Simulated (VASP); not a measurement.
Wanted: the native input for a VASP 6.6.1 run.

```
Task                   : single point
Functional             : PBE
Potentials or basis    : VASP PAW PBE potentials, release 64 (Fe)
Cutoff                 : 520 eV
k mesh                 : 20 × 20 × 20
Occupations            : gaussian, width 0.1 eV
Spin                   : collinear spin, ferromagnetic start
Starting moments       : [3.01] μB
Dipole correction      : no
Further INCAR settings : ALGO = Normal; EDIFF = 1e-07; NBANDS = 14
```

The structure of Fe lies in POSCAR:

```
Fe
1.0
    0.0000000000      1.8200052446      1.8200052446
    1.8200052446      0.0000000000      1.8200052446
    1.8200052446      1.8200052446      0.0000000000
Fe
1
Direct
    0.0000000000      0.0000000000      0.0000000000
```

The input as run:

INCAR

```
SYSTEM = Fe
ALGO     = Normal         ! electronic algorithm
EDIFF    = 1E-7           ! SCF threshold, eV
ENCUT    = 520            ! plane-wave cutoff, eV
GGA      = PE             ! functional
ISIF     = 2              ! what is computed and relaxed
ISMEAR   = 0              ! smearing method
ISPIN    = 2              ! spin polarisation
LASPH    = .True.         ! aspherical terms in the spheres
LCHARG   = .False.        ! write CHGCAR
LMAXMIX  = 4              ! l up to which the mixer works
LORBIT   = 11             ! projections on sites
LREAL    = .False.        ! projectors in reciprocal space
LWAVE    = .False.        ! write WAVECAR
MAGMOM   = 3.01           ! initial moments
NBANDS   = 14             ! bands
NELM     = 150            ! most SCF steps
PREC     = Accurate       ! precision mode
SIGMA    = 0.1            ! smearing width, eV
```

KPOINTS

```
k-points
0
Gamma
  20 20 20
  0 0 0
```

Potentials or basis: VASP PAW PBE potentials, release 64 (Fe).

Launch:

```sh
$ cat potpaw_PBE.64/Fe/POTCAR > POTCAR
$ mpirun -np 1 vasp_std > vasp.out
```

Results of the run:

The pressure is -0.2 GPa and the net moment is 2.60 μB per cell. The site moments are Fe +2.60 μB and the valence electrons inside the program's atomic spheres are Fe 7.15.

Wall time 2.1 min on 1 thread of AMD EPYC 7R43 64-Core Processor (Zen 3) (shared host), peak memory 0.14 GiB.
